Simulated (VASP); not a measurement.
# InAs (Fm-3m) in VASP: single point with PBE

Aim: the single point of InAs with PBE.

Program: VASP 6.6.1. These are calculated values, not measurements. Logs are shortened: lines on timing, memory, paths and dates and some standing lists are left out, and cuts for length are marked.

**1. The cell of the first run**

Symmetry: Fm-3m, No. 225, cubic system. Conventional cell: a = 5.751 Å, b = 5.751 Å, c = 5.751 Å, α = 90.00°, β = 90.00°, γ = 90.00°. In (site symmetry m-3m) has 6 As at 2.88 Å within 3.8 Å. As (site symmetry m-3m) has 6 In at 2.88 Å within 3.8 Å.

**2. Single point, PBE**

INCAR reads:

```
  PREC = Accurate
  ENCUT = 520
  EDIFF = 1E-6
  ISMEAR = 0
  SIGMA = 0.1
  LREAL = False
  LASPH = True
  NELM = 100
  ALGO = Normal
  ISIF = 2
  LWAVE = False
  LCHARG = True
  GGA = PE
  LELF = True
  LVHAR = True
  NBANDS = 16
```

KPOINTS reads:

```
regular mesh
0
Gamma
  16 16 16
```

POSCAR reads:

```
InAs
1.0
    0.0000000000      2.8756227841      2.8756227841
    2.8756227841      0.0000000000      2.8756227841
    2.8756227841      2.8756227841      0.0000000000
In As
1 1
Direct
    0.5000000000      0.5000000000      0.5000000000
    0.0000000000      0.0000000000      0.0000000000
```

Potentials or basis: VASP PAW PBE potentials, release 64 (In_d, As).

The run is started by

```bash
> cat potpaw_PBE.64/In_d/POTCAR potpaw_PBE.64/As/POTCAR > POTCAR
> mpirun -np 1 vasp_std > vasp.out
```

OUTCAR:

```text
PREC = Accurate
   ENCUT = 520
   EDIFF = 1E-6
   ISMEAR = 0
   LREAL = False
   LASPH = True
   NELM = 100
   ISIF = 2
   GGA = PE

 ion  position               nearest neighbor table
   1  0.500  0.500  0.500-   2 2.88   2 2.88   2 2.88   2 2.88   2 2.88   2 2.88
   2  0.000  0.000  0.000-   1 2.88   1 2.88   1 2.88   1 2.88   1 2.88   1 2.88

  LATTYP: Found a face centered cubic cell.
 ALAT       =     5.7512455682

  Lattice vectors:

 A1 = (   0.0000000000,   2.8756227841,   2.8756227841)
 A2 = (   2.8756227841,   0.0000000000,   2.8756227841)
 A3 = (   2.8756227841,   2.8756227841,   0.0000000000)

Analysis of symmetry for initial positions (statically):
=====================================================================
 Subroutine PRICEL returns:
 Original cell was already a primitive cell.

 Routine SETGRP: Setting up the symmetry group for a
 face centered cubic supercell.

 Subroutine GETGRP returns: Found 48 space group operations
 (whereof 48 operations were pure point group operations)
 out of a pool of 48 trial point group operations.

The static configuration has the point symmetry O_h .

Analysis of symmetry for dynamics (positions and initial velocities):
=====================================================================
 Subroutine PRICEL returns:
 Original cell was already a primitive cell.

 Routine SETGRP: Setting up the symmetry group for a
 face centered cubic supercell.

 Subroutine GETGRP returns: Found 48 space group operations
 (whereof 48 operations were pure point group operations)
 out of a pool of 48 trial point group operations.

The dynamic configuration has the point symmetry O_h .

 Subroutine INISYM returns: Found 48 space group operations
 (whereof 48 operations are pure point group operations),
 and found     1 'primitive' translations

----------------------------------------------------------------------------------------

                                     Primitive cell

  volume of cell :      47.5582

  direct lattice vectors                    reciprocal lattice vectors
     0.000000000  2.875622784  2.875622784    -0.173875378  0.173875378  0.173875378
     2.875622784  0.000000000  2.875622784     0.173875378 -0.173875378  0.173875378
     2.875622784  2.875622784  0.000000000     0.173875378  0.173875378 -0.173875378

  length of vectors
     4.066744742  4.066744742  4.066744742     0.301160990  0.301160990  0.301160990

  position of ions in fractional coordinates (direct lattice)
     0.500000000  0.500000000  0.500000000
     0.000000000  0.000000000  0.000000000

  ion indices of the primitive-cell ions
   primitive index   ion index
                 1           1
                 2           2

----------------------------------------------------------------------------------------

 KPOINTS: regular mesh

Automatic generation of k-mesh.
 Grid dimensions read from file:
 generate k-points for:   16   16   16

 Generating k-lattice:

  Cartesian coordinates                     Fractional coordinates (reciprocal lattice)
    -0.010867211  0.010867211  0.010867211     0.062500000  0.000000000  0.000000000
     0.010867211 -0.010867211  0.010867211     0.000000000  0.062500000  0.000000000
     0.010867211  0.010867211 -0.010867211     0.000000000  0.000000000  0.062500000

  Length of vectors
     0.018822562  0.018822562  0.018822562

  Shift w.r.t. Gamma in fractional coordinates (k-lattice)
     0.000000000  0.000000000  0.000000000

 Subroutine IBZKPT returns following result:
 ===========================================

 Found    145 irreducible k-points:

 Following reciprocal coordinates:
            Coordinates               Weight
  0.000000  0.000000  0.000000      1.000000
  0.062500  0.000000  0.000000      8.000000
  0.125000  0.000000  0.000000      8.000000
  0.187500  0.000000  0.000000      8.000000
  0.250000  0.000000  0.000000      8.000000
  0.312500  0.000000  0.000000      8.000000
[... 16 lines left out ...]
 -0.125000  0.062500  0.000000     24.000000
 -0.062500  0.062500  0.000000     12.000000
 [... further k-points ...]
   k-points           NKPTS =    145   k-points in BZ     NKDIM =    145   number of bands    NBANDS=     16
   number of dos      NEDOS =    301   number of ions     NIONS =      2
   total plane-waves  NPLWV =  27000
   dimension x,y,z NGX =    30 NGY =   30 NGZ =   30
   dimension x,y,z NGXF=    60 NGYF=   60 NGZF=   60
   ions per type =               1   1
   NGX,Y,Z   is equivalent  to a cutoff of  12.26, 12.26, 12.26 a.u.
   NGXF,Y,Z  is equivalent  to a cutoff of  24.53, 24.53, 24.53 a.u.
 SYSTEM =  unknown system
   PREC   = accura    normal or accurate (medium, high low for compatibility)
   ISTART =      0    job   : 0-new  1-cont  2-samecut
   ICHARG =      2    charge: 1-file 2-atom 10-const
   ISPIN  =      1    spin polarized calculation?
   LNONCOLLINEAR =      F non collinear calculations
   LSORBIT =      F    spin-orbit coupling
   LASPH  =      T    aspherical Exc in radial PAW
   ENCUT  =  520.0 eV  38.22 Ry    6.18 a.u.   7.56  7.56  7.56*2*pi/ulx,y,z
   NELM   =    100;   NELMIN=  2; NELMDL= -5     # of ELM steps
   EDIFF  = 0.1E-05   stopping-criterion for ELM
   LREAL  =      F    real-space projection
[... 7 lines left out ...]
   TEBEG  =    0.0;   TEEND  =   0.0 temperature during run
   PSTRESS=    0.0 pullay stress
   NELECT =      18.0000    total number of electrons
   NUPDOWN=      -1.0000    fix difference up-down
   EMIN   =  10.00;   EMAX   =-10.00  energy-range for DOS
   EFERMI =   0.00;   METHOD = LEGACY
   ISMEAR =     0;   SIGMA  =   0.10  broadening in eV -4-tet -1-fermi 0-gaus
   EFERMI_NEDOS =   21; number of points for ismear=-14 and -15
   IALGO  =     38    algorithm
   IMIX   =      4    mixing-type and parameters
     AMIX     =   0.40;   BMIX     =  1.00
     AMIX_MAG =   1.60;   BMIX_MAG =  1.00
  volume/ion in A,a.u.               =      23.78       160.47
  Fermi-wavevector in a.u.,A,eV,Ry     =   1.184196  2.237807 19.079738  1.402321
  Thomas-Fermi vector in A             =   2.320416
   LORBIT       =      0    0 simple, 1 ext, 2 COOP (PROOUT), +10 PAW based schemes
   GGA     = PE    functional components
   LHFCALC =     F    Hartree Fock is set to
   AEXX    =    0.0000 exact exchange contribution
   IVDW    =     0    specifies the selected vdW correction
   LEPSILON=     F    determine dielectric tensor
   LRPA    =     F    only Hartree local field effects (RPA)
 non-spin polarized calculation
 Gauss-broadening in eV      SIGMA  =   0.10
  energy-cutoff  :      520.00
  volume of cell :       47.56
 maximum number of plane-waves:      1303
   NGX = 15   NGY = 15   NGZ = 15

 number of electron      18.0000001 magnetization

 Free energy of the ion-electron system (eV)
  ---------------------------------------------------
  ext. energy  EPLUGINS =         0.00000000
  ---------------------------------------------------
  free energy    TOTEN  =        -7.32055334 eV

  energy without entropy =       -7.31287706  energy(sigma->0) =       -7.31671520

 E-fermi :   5.9138     XC(G=0): -10.1047

 val. band max:        5.8998122011   @ k =  -0.3125   0.1875   0.0000
 cond. band min:       5.9153092709   @ k =  -0.4375   0.3125   0.0000
 fundamental gap:      0.0154970697
 Fermi energy:         5.9137895994

 k-point     1 :       0.0000    0.0000    0.0000
  band No.  band energies     occupation
      1      -8.3780      2.00000
      2      -8.3780      2.00000
      3      -8.3576      2.00000
      4      -8.3576      2.00000
      5      -8.3576      2.00000
      6      -6.1665      2.00000
[... 8 lines left out ...]
     15      13.4417      0.00000
     16      13.4417      0.00000

 k-point     2 :       0.0625    0.0000    0.0000
  band No.  band energies     occupation
      1      -8.3794      2.00000
      2      -8.3794      2.00000
      3      -8.3576      2.00000
      4      -8.3560      2.00000
      5      -8.3560      2.00000
      6      -6.1242      2.00000
[... 8 lines left out ...]
     15      13.4087      0.00000
     16      13.5641      0.00000

 k-point     3 :       0.1250    0.0000    0.0000
  band No.  band energies     occupation
      1      -8.3841      2.00000
      2      -8.3841      2.00000
      3      -8.3578      2.00000
      4      -8.3507      2.00000
      5      -8.3507      2.00000
      6      -5.9984      2.00000
[... 8 lines left out ...]
     15      13.6445      0.00000
     16      13.6445      0.00000

 k-point     4 :       0.1875    0.0000    0.0000
  band No.  band energies     occupation
      1      -8.3920      2.00000
      2      -8.3920      2.00000
      3      -8.3584      2.00000
      4      -8.3420      2.00000
      5      -8.3420      2.00000
      6      -5.7942      2.00000
[... 8 lines left out ...]
     15      14.0805      0.00000
     16      14.0805      0.00000

 k-point     5 :       0.2500    0.0000    0.0000
  band No.  band energies     occupation
      1      -8.4017      2.00000
      2      -8.4017      2.00000
      3      -8.3594      2.00000
      4      -8.3313      2.00000
      5      -8.3313      2.00000
      6      -5.5218      2.00000
[... 8 lines left out ...]
     15      14.6800      0.00000
     16      14.6800      0.00000

 k-point     6 :       0.3125    0.0000    0.0000
  band No.  band energies     occupation
      1      -8.4115      2.00000
      2      -8.4115      2.00000
      3      -8.3607      2.00000
      4      -8.3203      2.00000
      5      -8.3203      2.00000
      6      -5.2016      2.00000
[... 8 lines left out ...]
     15      15.4230      0.00000
     16      15.4230      0.00000

 k-point     7 :       0.3750    0.0000    0.0000
  band No.  band energies     occupation
      1      -8.4199      2.00000
      2      -8.4199      2.00000
      3      -8.3620      2.00000
      4      -8.3110      2.00000
      5      -8.3110      2.00000
      6      -4.8725      2.00000
[... 8 lines left out ...]
     15      16.2837      0.00000
     16      16.2837      0.00000

 k-point     8 :       0.4375    0.0000    0.0000
  band No.  band energies     occupation
      1      -8.4255      2.00000
      2      -8.4255      2.00000
      3      -8.3630      2.00000
      4      -8.3047      2.00000
      5      -8.3047      2.00000
      6      -4.6051      2.00000
[... 8 lines left out ...]
     15      17.1963      0.00000
     16      17.1963      0.00000

 k-point     9 :       0.5000    0.0000    0.0000
  band No.  band energies     occupation
      1      -8.4274      2.00000
      2      -8.4274      2.00000
      3      -8.3634      2.00000
      4      -8.3025      2.00000
      5      -8.3025      2.00000
      6      -4.4977      2.00000
[... 8 lines left out ...]
     15      17.7686      0.00000
     16      17.7686      0.00000
[... 172 lines left out ...]
 k-point    19 :      -0.3750    0.0625    0.0000
  band No.  band energies     occupation
      1      -8.4253      2.00000
      2      -8.4231      2.00000
      3      -8.3609      2.00000
      4      -8.3107      2.00000
      5      -8.3085      2.00000
      6      -4.7328      2.00000
[... 8 lines left out ...]
     15      16.0829      0.00000
     16      17.5102      0.00000

 k-point    20 :      -0.3125    0.0625    0.0000
  band No.  band energies     occupation
      1      -8.4173      2.00000
      2      -8.4156      2.00000
      3      -8.3600      2.00000
      4      -8.3200      2.00000
      5      -8.3152      2.00000
      6      -5.0505      2.00000
[... 8 lines left out ...]
     15      15.2103      0.00000
     16      16.5991      0.00000

 k-point    21 :      -0.2500    0.0625    0.0000
  band No.  band energies     occupation
      1      -8.4091      2.00000
      2      -8.4046      2.00000
      3      -8.3592      2.00000
      4      -8.3307      2.00000
      5      -8.3244      2.00000
      6      -5.3794      2.00000
[... 8 lines left out ...]
     15      14.4686      0.00000
     16      15.7491      0.00000

 k-point    22 :      -0.1875    0.0625    0.0000
  band No.  band energies     occupation
      1      -8.3999      2.00000
      2      -8.3937      2.00000
      3      -8.3587      2.00000
      4      -8.3410      2.00000
      5      -8.3346      2.00000
      6      -5.6712      2.00000
[... 8 lines left out ...]
     15      13.8805      0.00000
     16      15.0122      0.00000

 k-point    23 :      -0.1250    0.0625    0.0000
  band No.  band energies     occupation
      1      -8.3912      2.00000
      2      -8.3849      2.00000
      3      -8.3585      2.00000
      4      -8.3493      2.00000
      5      -8.3442      2.00000
      6      -5.9004      2.00000
[... 8 lines left out ...]
     15      13.8527      0.00000
     16      14.4039      0.00000

 k-point    24 :      -0.0625    0.0625    0.0000
  band No.  band energies     occupation
      1      -8.3842      2.00000
      2      -8.3798      2.00000
      3      -8.3582      2.00000
      4      -8.3543      2.00000
      5      -8.3517      2.00000
      6      -6.0536      2.00000
[... 8 lines left out ...]
     15      13.8464      0.00000
     16      13.9088      0.00000

 [... further k-points ...]
[... 5 lines left out ...]
  --------------------------------------------------------------------------------------
  -------------------------------------------------------------------------------------
  Total        0.0125429      0.0125429      0.0125429      0.0000000      0.0000000      0.0000000
  in kB        0.4225547      0.4225547      0.4225547      0.0000000      0.0000000      0.0000000
  external PRESSURE =       0.4225547 kB  Pullay stress =       0.0000000 kB

 VOLUME and BASIS-vectors are now :
 -----------------------------------------------------------------------------
  energy-cutoff  :      520.00
  volume of cell :       47.56
      direct lattice vectors                 reciprocal lattice vectors
     0.000000000  2.875622784  2.875622784    -0.173875378  0.173875378  0.173875378
     2.875622784  0.000000000  2.875622784     0.173875378 -0.173875378  0.173875378
     2.875622784  2.875622784  0.000000000     0.173875378  0.173875378 -0.173875378

 POSITION                                       TOTAL-FORCE (eV/Angst)
 -----------------------------------------------------------------------------------
      2.87562      2.87562      2.87562         0.000000     -0.000000      0.000000
      0.00000      0.00000      0.00000        -0.000000      0.000000      0.000000
 -----------------------------------------------------------------------------------
    total drift:                                0.000000      0.000000      0.000000

  FREE ENERGIE OF THE ION-ELECTRON SYSTEM (eV)
  ---------------------------------------------------
  free  energy   TOTEN  =        -7.3205533448 eV

  energy  without entropy=       -7.3128770562  energy(sigma->0) =       -7.31671520
```

Wall time 77 s (1 thread of Intel Xeon Platinum 8488C (Sapphire Rapids), shared host); peak memory 0.25 GiB.

What came out:

* Free energy: -7.3206 eV
* Pressure: 0.0 GPa
* Band gap on the k mesh: zero (band 9 reaches 6.31 eV, above the bottom of band 10 at 3.71 eV)

Caveat: spin-orbit coupling is left out, which moves the levels of the heavy elements.
